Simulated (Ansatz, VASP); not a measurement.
**Sn: VASP beside Ansatz**

Contents of INCAR:

```
PREC = Accurate
ENCUT = 520
EDIFF = 1E-7
ISMEAR = -1
SIGMA = 0.03
LREAL = False
LASPH = True
NELM = 100
ALGO = Normal
ISIF = 2
LWAVE = False
LCHARG = False
NBANDS = 21
```

File KPOINTS:

```
regular mesh
0
Gamma
  9 9 9
```

Contents of POSCAR:

```
Sn
1.0
    0.0000000000      3.2456000000      3.3429680000
    3.2456000000      0.0000000000      3.3429680000
    3.2456000000      3.2456000000      0.0000000000
Sn
2
Direct
    0.5000000000      0.5000000000      0.5000000000
    0.7500000000      0.7500000000      0.7500000000
```

Input for Ansatz:

```yaml
crystal:
  lattice:
    - [0.0, 3.2456, 3.342968]
    - [3.2456, 0.0, 3.342968]
    - [3.2456, 3.2456, 0.0]
  atoms:
    - { symbol: Sn, position: [0.5, 0.5, 0.5] }
    - { symbol: Sn, position: [0.75, 0.75, 0.75] }
kpoints:
  mp_grid: { grid: [9, 9, 9] }
  band_path:
    path:
      - [0.0, 0.0, 0.0]
      - [0.0, 0.5, 0.5]
      - [0.25, 0.75, 0.5]
      - [0.0, 0.5, 0.0]
      - [0.0, 0.0, 0.0]
      - [0.5, 0.5, 0.0]
      - [0.3678244886, 0.6321755114, 0.0]
      - [-0.3678244886, 0.3678244886, 0.0]
      - [0.0, 0.0, 0.0]
    npoints: 5
scf:
  occupations: { method: fermi_dirac, width: 0.03 }
hamiltonian:
  xc: lda
  pseudopotentials: { kind: all_electron, lapw: { basis_error: 0.00025 } }
output:
  forces: true
  stress: true
  eigenvalues: true
```

Change from the starting cell: zz strain of +3 %.

Alike in both runs: task single point; functional LDA; k mesh 9 × 9 × 9; occupations fermi-dirac, width 0.03 eV; no spin polarisation.

```csv
,VASP,Ansatz
version,VASP 6.6.1,Ansatz 0.2.0
potentials or method,"VASP PAW LDA potentials, release 64 (Sn_d), cutoff 520 eV","all-electron LAPW, scalar-relativistic"
```

```tsv
	VASP	Ansatz	Ansatz less VASP
pressure (GPa)	-1.5	-1.5	+0.02
traceless stress, the component that is largest in VASP (GPa)	-0.59	-0.57	+0.011
```

LDA's correlation is that of Perdew and Zunger in VASP and of Perdew and Wang (1992) in Ansatz. Ansatz ran all-electron here, and VASP with PAW potentials.
